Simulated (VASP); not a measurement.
Write the native input for VASP 6.6.1 that does the following.

* Task: single point
* Functional: revPBE
* Dispersion: D4
* Potentials or basis: VASP PAW PBE potentials, release 64 (Ti_sv)
* Cutoff: 520 eV
* k mesh: 7 × 7 × 9
* Occupations: fermi-dirac, width 0.05 eV
* Spin: no spin polarisation
* Dipole correction: no
* Further INCAR settings: ALGO = Normal; EDIFF = 1e-06; NBANDS = 25

The structure of Ti lies in POSCAR:

```
Ti
1.0
    4.5722769303      0.0000000000      0.0000000000
   -2.2861384652      3.9597079748      0.0000000000
    0.0000000000      0.0000000000      2.8252637502
Ti
3
Direct
    0.6666666667      0.3333333333      0.5000000000
    0.3333333333      0.6666666667      0.5000000000
    0.0000000000      0.0000000000      0.0000000000
```

One way to write it, as run:

INCAR

```
PREC = Accurate
ENCUT = 520
EDIFF = 1E-6
ISMEAR = -1
SIGMA = 0.05
LREAL = False
LASPH = True
NELM = 80
ALGO = Normal
ISIF = 2
LWAVE = False
LCHARG = False
GGA = RE
IVDW = 13
NBANDS = 25
```

KPOINTS

```
Automatic mesh
0
Gamma
  7 7 9
```

Potentials or basis: VASP PAW PBE potentials, release 64 (Ti_sv).

The run is started by

```console
$ cat potpaw_PBE.64/Ti_sv/POTCAR > POTCAR
$ mpirun -np 1 vasp_std > vasp.out
```

Results of the run:

The pressure is -0.2 GPa, the band gap on the k mesh is zero (band 18 reaches 8.70 eV, above the bottom of band 19 at 8.44 eV) and the dispersion energy per atom is -0.313 eV.

Caveat: the PAW data sets were made with another functional, which shifts forces and pressure a little; pairwise dispersion overbinds metals, which lowers pressure and volume.

Run time: 46 s on 1 thread of Intel(R) Xeon(R) Platinum 8488C (Sapphire Rapids), on a shared host, peak memory 0.19 GiB.
